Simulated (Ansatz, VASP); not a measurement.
# BaS in VASP and in Ansatz

Contents of POSCAR:

```
BaS
1.0
    0.0000000000      3.1472562800      3.1472562800
    3.1472562800      0.0000000000      3.1472562800
    3.1472562800      3.1472562800      0.0000000000
Ba S
1 1
Direct
    0.0000000000      0.0000000000      0.0000000000
    0.5000000000      0.5000000000      0.5000000000
```

The input INCAR.step1:

```
  PREC = Accurate
  ENCUT = 520
  ISMEAR = -1
  SIGMA = 0.02
  LREAL = F
  LASPH = T
  NELM = 60
  GGA = PE
  ALGO = Normal
  EDIFF = 1E-4
  LWAVE = T
  LCHARG = F
```

File INCAR.step2:

```
  PREC = Accurate
  ENCUT = 520
  EDIFF = 1E-6
  ISMEAR = -1
  SIGMA = 0.02
  LREAL = F
  LASPH = T
  NELM = 60
  ALGO = Normal
  ISIF = 2
  LWAVE = F
  LCHARG = F
  METAGGA = R2SCAN
  LMIXTAU = T
  IBRION = 2
  NSW = 50
  EDIFFG = -0.01
  ISTART = 1
```

The input KPOINTS:

```
regular mesh
0
Gamma
  8 8 8
```

Input for Ansatz:

```yaml
crystal:
  lattice:
    - [0.0, 3.14725628, 3.14725628]
    - [3.14725628, 0.0, 3.14725628]
    - [3.14725628, 3.14725628, 0.0]
  atoms:
    - { symbol: Ba, position: [0.0, 0.0, 0.0] }
    - { symbol: S, position: [0.5, 0.5, 0.5] }
  symmetry: { tolerance: 0.0003 }
hamiltonian:
  xc: r2scan
  pseudopotentials: { kind: paw, azcp: { folder: soft_1 } }
basis:
  ecutwfc: 500
magnetization:
  spin_polarized: false
scf:
  occupations: { method: fermi_dirac, width: 0.02 }
kpoints:
  mp_grid: { grid: [8, 8, 8], shift: [0, 0, 0] }
  band_path:
    path:
      - [0.0, 0.0, 0.0]
      - [0.5, 0.0, 0.5]
      - [0.625, 0.25, 0.625]
      - [0.375, 0.375, 0.75]
      - [0.0, 0.0, 0.0]
      - [0.5, 0.5, 0.5]
      - [0.5, 0.25, 0.75]
      - [0.5, 0.0, 0.5]
    npoints: 10
output:
  forces: true
  stress: true
  eigenvalues: true
  write_potential: true
  elf: true
  volumetric_format: npy
  dos: { e_range: [-12, 8], de: 0.05 }
relax:
  max_steps: 30
```

Alike in both runs: task relaxation of the atoms; functional r2SCAN; k mesh 8 × 8 × 8; occupations fermi-dirac, width 0.02 eV; no spin polarisation.

|  | VASP | Ansatz |
| --- | --- | --- |
| version | VASP 6.6.1 | Ansatz 0.2.0 |
| potentials or method | VASP PAW PBE potentials, release 64 (Ba_sv, S), cutoff 520 eV | PAW plane waves |
| valence electrons in the cell | 16 | 16 |

```csv
,VASP,Ansatz,Ansatz less VASP
"gap on the k mesh at the Fermi level, each at its own relaxed structure (eV)",2.38,2.48,+0.101
```

VASP's potentials were made for PBE, not for r2SCAN. Ansatz's warnings: stress scf threshold loose.

Spin-orbit coupling is off throughout. Noted on VASP's run: the relaxation stopped at its first step, so nothing moved.
